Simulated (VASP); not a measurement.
Write the native input for VASP 6.6.1 that does the following.

| Property | Result |
| --- | --- |
| Task | single point |
| Functional | LDA |
| Potentials or basis | VASP PAW LDA potentials, release 64 (Pb_d, S) |
| Cutoff | 500 eV |
| k mesh | 6 × 6 × 6 |
| Occupations | fermi-dirac, width 0.05 eV |
| Spin | no spin polarisation |
| Dipole correction | no |
| Further INCAR settings | ALGO = Normal; EDIFF = 1e-06; NBANDS = 17 |

The structure of PbS lies in POSCAR:

```
PbS
1.0
    4.0156596919      0.0000000000      0.0000000000
   -2.0078298411      3.4776633029      0.0000000000
    0.0000000000      0.0000000000      3.7195877743
Pb S
1 1
Direct
    0.0000000000      0.0000000000      0.0000000000
    0.6666666667      0.3333333333      0.5000000000
```

The input as run:

INCAR

```
PREC = Accurate
ENCUT = 500
EDIFF = 1E-6
ISMEAR = -1
SIGMA = 0.05
LREAL = False
LASPH = True
NELM = 120
ALGO = Normal
ISIF = 2
LWAVE = False
LCHARG = False
NBANDS = 17
GGA_COMPAT = False
```

KPOINTS

```
regular mesh
0
Gamma
  6 6 6
```

Potentials or basis: VASP PAW LDA potentials, release 64 (Pb_d, S).

Launch:

```bash
$ cat potpaw_LDA.64/Pb_d/POTCAR potpaw_LDA.64/S/POTCAR > POTCAR
$ mpirun -np 1 vasp_std > vasp.out
```

It gave:

```
Pressure               : -1.8 GPa
Band gap on the k mesh : zero (bands 10 and 11 overlap by 0.89 eV)
```

Caveat: spin-orbit coupling is left out, which moves the levels of the heavy elements.

It took 9 s on 1 thread of Intel(R) Xeon(R) 6975P-C (Granite Rapids), with other jobs on the host, peak memory 0.15 GiB.
